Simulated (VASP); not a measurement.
Runs of VASP 6.6.1 on Mo. The structure is that of space group Im-3m (No. 229), or close to it. The cells are those of the table. 

| task | level | cell | k mesh | cutoff (eV) | smearing | gap on the mesh (eV) | pressure (GPa) |
| --- | --- | --- | --- | --- | --- | --- | --- |
| relaxation of cell and atoms | PBE | relaxed from a = 2.721 Å, angles 109.5°, 1 atom | 18 × 18 × 18 | 600 | gaussian 0.1 eV | none | 0.0 |
| single point | PBE | a = 2.721 Å, angles 109.5°, 1 atom | 8 × 8 × 8 | 500 | gaussian 0.1 eV | none | 5.9 |
| single point | PBE | a = 2.737 Å, angles 109.5°, 1 atom | 16 × 16 × 16 | 520 | gaussian 0.15 eV | none | 0.5 |
| single point | PBE | a = 2.755, b = 2.750, c = 2.758 Å, angles 109.3, 109.2, 109.8°, 1 atom | 16 × 16 × 16 | 520 | gaussian 0.1 eV | none | (a) |
| single point | PBEsol | a = 2.715 Å, angles 109.5°, 1 atom | 18 × 18 × 18 | 520 | gaussian 0.1 eV | none | -0.9 |
| single point | PBE | a = 2.660 Å, angles 109.5°, 1 atom | 18 × 18 × 18 | 520 | gaussian 0.1 eV | none | 27.7 |
| single point | PBE | a = 2.729 Å, angles 109.5°, 1 atom | 18 × 18 × 18 | 520 | gaussian 0.1 eV | none | 2.9 |
| single point | PBE | a = 2.613 Å, angles 109.5°, 1 atom | 18 × 18 × 18 | 520 | gaussian 0.1 eV | none | (b) |
| single point | PBE | a = 2.807 Å, angles 109.5°, 1 atom | 18 × 18 × 18 | 520 | gaussian 0.1 eV | none | -16.2 |
| single point | PBE | a = 2.737 Å, angles 109.5°, 1 atom | 18 × 18 × 18 | 520 | gaussian 0.1 eV | none | 0.5 |

Alike in all rows: potentials or basis VASP PAW PBE potentials, release 64 (Mo_sv); no spin polarisation.

Question: Fill in the values left out.

Answer: (a) -4.5; (b) 49.9.

Caveats: the PAW data sets were made with another functional, which shifts forces and pressure a little (some runs).

A k mesh can miss the band edges, and the runs leave out spin-orbit coupling on Mo.

A gap of «none» marks levels without a gap at the run's occupations.
